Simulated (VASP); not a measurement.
# Ge (Fd-3m) in VASP: further runs, part 2 of 2

VASP 6.6.1. Earlier steps stand in the parts before.

## Step 6: Single point, r2SCANh

Contents of POSCAR:

```
Ge
1.0
    0.0000000000      2.8289100000      2.8289100000
    2.8289100000      0.0000000000      2.8289100000
    2.8289100000      2.8289100000      0.0000000000
Ge
2
Direct
    0.2500000000      0.2500000000      0.2500000000
    1.0000000000      1.0000000000      1.0000000000
```

Contents of INCAR.step1:

```
  PREC = Accurate
  ENCUT = 450
  EDIFF = 1E-5
  ISMEAR = 0
  SIGMA = 0.025
  LREAL = F
  LASPH = T
  NELM = 120
  ALGO = Normal
  ISIF = 2
  LWAVE = T
  LCHARG = F
  GGA = PE
  NBANDS = 21
  GGA_COMPAT = F
```

Contents of INCAR.step2:

```
  PREC = Accurate
  ENCUT = 450
  EDIFF = 1E-6
  ISMEAR = 0
  SIGMA = 0.025
  LREAL = F
  LASPH = T
  NELM = 120
  ALGO = Normal
  ISIF = 2
  LWAVE = F
  LCHARG = F
  METAGGA = R2SCAN
  LHFCALC = T
  AEXX = 0.1
  LMIXTAU = T
  PRECFOCK = Normal
  ISTART = 1
  NBANDS = 21
  GGA_COMPAT = F
```

Contents of KPOINTS:

```
regular mesh
0
Gamma
  4 4 4
```

Potentials or basis: VASP PAW PBE potentials, release 64 (Ge_d).

Launch:

```console
> cat potpaw_PBE.64/Ge_d/POTCAR > POTCAR
> cp INCAR.step1 INCAR
> mpirun -np 1 vasp_std > vasp.out
> cp INCAR.step2 INCAR
> mpirun -np 1 vasp_std > vasp.out
```

OUTCAR:

```text
PREC = Accurate
   ENCUT = 450
   EDIFF = 1E-6
   ISMEAR = 0
   LREAL = F
   LASPH = T
   NELM = 120
   ISIF = 2
   METAGGA = R2SCAN
   LHFCALC = T
   AEXX = 0.1
   PRECFOCK = Normal
   ISTART = 1

 ion  position               nearest neighbor table
   1  0.250  0.250  0.250-   2 2.45   2 2.45   2 2.45   2 2.45
   2  0.000  0.000  0.000-   1 2.45   1 2.45   1 2.45   1 2.45

  LATTYP: Found a face centered cubic cell.
 ALAT       =     5.6578200000

  Lattice vectors:

 A1 = (   0.0000000000,   2.8289100000,   2.8289100000)
 A2 = (   2.8289100000,   0.0000000000,   2.8289100000)
 A3 = (   2.8289100000,   2.8289100000,   0.0000000000)

Analysis of symmetry for initial positions (statically):
=====================================================================
 Subroutine PRICEL returns:
 Original cell was already a primitive cell.

 Routine SETGRP: Setting up the symmetry group for a
 face centered cubic supercell.

 Subroutine GETGRP returns: Found 48 space group operations
[... 152 lines left out ...]
  ext. energy  EPLUGINS =         0.00000000
  ---------------------------------------------------
  free energy    TOTEN  =       -26.81506299 eV

  energy without entropy =      -26.81506299  energy(sigma->0) =      -26.81506299

 E-fermi :   4.7789     XC(G=0):  -9.8365

 val. band max:        4.5916410392   @ k =   0.0000   0.0000   0.0000
 cond. band min:       5.5266270865   @ k =   0.5000   0.0000   0.0000
 fundamental gap:      0.9349860472
 Fermi energy:         4.7788596031

 k-point     1 :       0.0000    0.0000    0.0000
  band No.  band energies     occupation
      1     -22.0985      2.00000
      2     -22.0985      2.00000
      3     -22.0985      2.00000
      4     -22.0604      2.00000
      5     -22.0604      2.00000
      6     -21.8454      2.00000
[... 181 lines left out ...]
     20      16.9506      0.00000
     21      18.9673      0.00000

------------------------ aborting loop because EDIFF is reached ----------------------------------------

  FORCE on cell =-STRESS in cart. coord.  units (eV):
  Direction    XX          YY          ZZ          XY          YZ          ZX
  --------------------------------------------------------------------------------------
  -------------------------------------------------------------------------------------
  Total       -0.0389591     -0.0389591     -0.0389591     -0.0000000      0.0000000     -0.0000000
  in kB       -1.3785816     -1.3785816     -1.3785816     -0.0000000      0.0000000     -0.0000000
  external PRESSURE =      -1.3785816 kB  Pullay stress =       0.0000000 kB

 VOLUME and BASIS-vectors are now :
 -----------------------------------------------------------------------------
  energy-cutoff  :      450.00
  volume of cell :       45.28
      direct lattice vectors                 reciprocal lattice vectors
     0.000000000  2.828910000  2.828910000    -0.176746521  0.176746521  0.176746521
     2.828910000  0.000000000  2.828910000     0.176746521 -0.176746521  0.176746521
     2.828910000  2.828910000  0.000000000     0.176746521  0.176746521 -0.176746521

 POSITION                                       TOTAL-FORCE (eV/Angst)
 -----------------------------------------------------------------------------------
      1.41446      1.41446      1.41446         0.000000      0.000000      0.000000
      0.00000      0.00000      0.00000        -0.000000     -0.000000     -0.000000
 -----------------------------------------------------------------------------------
    total drift:                                0.000005     -0.000001      0.000001

  FREE ENERGIE OF THE ION-ELECTRON SYSTEM (eV)
  ---------------------------------------------------
  free  energy   TOTEN  =       -26.8150629900 eV

  energy  without entropy=      -26.8150629900  energy(sigma->0) =      -26.81506299
```

OUTCAR.step1:

```text
PREC = Accurate
   ENCUT = 450
   EDIFF = 1E-5
   ISMEAR = 0
   LREAL = F
   LASPH = T
[... 395 lines left out ...]
 -----------------------------------------------------------------------------------
      1.41446      1.41446      1.41446        -0.000000      0.000000      0.000000
      0.00000      0.00000      0.00000         0.000000     -0.000000     -0.000000
 -----------------------------------------------------------------------------------
    total drift:                                0.000000      0.000000      0.000000

  FREE ENERGIE OF THE ION-ELECTRON SYSTEM (eV)
  ---------------------------------------------------
  free  energy   TOTEN  =        -8.7478595965 eV

  energy  without entropy=       -8.7474691917  energy(sigma->0) =       -8.74766439
```

OSZICAR.step1:

```text
N       E                     dE             d eps       ncg     rms          rms(c)
DAV:   1     0.183349800113E+03    0.18335E+03   -0.13875E+04   371   0.344E+03
DAV:   2     0.178452086804E+02   -0.16550E+03   -0.16140E+03   336   0.591E+02
DAV:   3    -0.804603196290E+01   -0.25891E+02   -0.25770E+02   376   0.137E+02
DAV:   4    -0.883437391168E+01   -0.78834E+00   -0.78776E+00   381   0.284E+01
DAV:   5    -0.884697546442E+01   -0.12602E-01   -0.12601E-01   381   0.395E+00    0.332E+00
DAV:   6    -0.877862156690E+01    0.68354E-01   -0.23455E-02   376   0.143E+00    0.198E+00
DAV:   7    -0.874522327185E+01    0.33398E-01   -0.58411E-02   372   0.206E+00    0.161E-01
DAV:   8    -0.874753772708E+01   -0.23145E-02   -0.65375E-03   366   0.924E-01    0.534E-02
DAV:   9    -0.874784191056E+01   -0.30418E-03   -0.35279E-04   371   0.190E-01    0.155E-02
DAV:  10    -0.874785801671E+01   -0.16106E-04   -0.42828E-05   328   0.846E-02    0.697E-03
DAV:  11    -0.874785959649E+01   -0.15798E-05   -0.58956E-06   270   0.348E-02
   1 F= -.87478596E+01 E0= -.87476644E+01  d E =-.390405E-03
```

Run time: 13 min. Hardware: 1 thread of AMD EPYC 9R45 (Zen 5), shared host; peak memory 0.14 GiB.

What came out:

- Free energy: -26.8151 eV
- Pressure: -0.1 GPa
- Band gap on the k mesh: 0.94 eV (least direct gap 0.96 eV)

Caveat: the k points lie up to 0.48 Å⁻¹ apart; the PAW data sets were made with another functional, which shifts forces and pressure a little.

## Step 7: The runs side by side

| level | spin | cell | k mesh | cutoff (eV) | smearing | grid for exact exchange (PRECFOCK) | share of exact exchange | screening parameter | gap on the mesh (eV) | pressure (GPa) |
| --- | --- | --- | --- | --- | --- | --- | --- | --- | --- | --- |
| BLYP+D4 | off | a = 4.001 Å, angles 60.0°, 2 atoms | 8 × 8 × 8 | 520 | fermi-dirac 0.05 eV | - | - | - | none | 3.0 |
| pbesol exchange, pbe correlation | collinear | a = 4.105 Å, angles 60.0°, 2 atoms | 8 × 8 × 8 | 500 | fermi-dirac 0.01 eV | - | - | - | none | -4.6 |
| pbe exchange, lda correlation | off | a = 4.001 Å, angles 60.0°, 2 atoms | 8 × 8 × 8 | 500 | fermi-dirac 0.025 eV | - | - | - | none | 9.3 |
| PBE-based screened hybrid with 25 % exact exchange | off | a = 4.001 Å, angles 60.0°, 2 atoms | 4 × 4 × 4 | 410 | gaussian 0.05 eV | Normal | 0.25 | 0.3 1/Å | 0.72 | 1.2 |
| r2SCANh | off | a = 4.001 Å, angles 60.0°, 2 atoms | 4 × 4 × 4 | 450 | gaussian 0.025 eV | Normal | 0.1 | - | 0.94 | -0.1 |

Alike in all rows: task single point; potentials or basis VASP PAW PBE potentials, release 64 (Ge_d).

Caveats: some runs use coarse meshes; the PAW data sets were made with another functional, which shifts forces and pressure a little; semilocal functionals underestimate gaps, so a narrow gap can read as zero (at least some runs); the cell stands under tension (at least some runs); the cell stands under pressure (at least some runs).

Total energies depend on the potentials used, so only differences within one code and one set of settings carry meaning.
